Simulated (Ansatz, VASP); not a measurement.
# AlN in VASP and in Ansatz

```
Al N
1.0
     2.18399   -2.18399    0.00000
     2.18399    0.00000   -2.18399
    10.46803   10.46803   10.46803
Al N
6 6
Direct
  0.66667 0.66667 0.05213
  0.00000 0.00000 0.74758
  0.33333 0.33333 0.19122
  0.66667 0.66667 0.46940
  0.00000 0.00000 0.33031
  0.33333 0.33333 0.60849
  0.66667 0.66667 0.36508
  0.00000 0.00000 0.22599
  0.33333 0.33333 0.50417
  0.66667 0.66667 0.78235
  0.00000 0.00000 0.64326
  0.33333 0.33333 0.08690
```

Alike in both runs: task single point; functional PBE; k mesh 8 × 8 × 2; occupations gaussian, width 0.05 eV; no spin polarisation.

```csv
,VASP,Ansatz
version,VASP 6.6.1,Ansatz 0.2.0
potentials or method,"VASP PAW PBE potentials, release 64 (Al, N), cutoff 520 eV","scalar-relativistic, plane waves, PAW"
valence electrons in the cell,48,48
```

```tsv
	VASP	Ansatz	Ansatz less VASP
gap on the k mesh at the Fermi level (eV)	none	none	-
pressure (GPa)	3.1	3.3	+0.20
traceless stress, the component that is largest in VASP (GPa)	0.49	0.52	+0.026
rms of the force components (eV/Å)	0.524	0.525	+0.0005
```

Atom by atom the forces differ by 0.005 eV/Å (rms over components). A gap of «none» marks a metal or a gap that the smearing closes. The functional is the same, so the differences come from potentials, cutoffs and numerics.
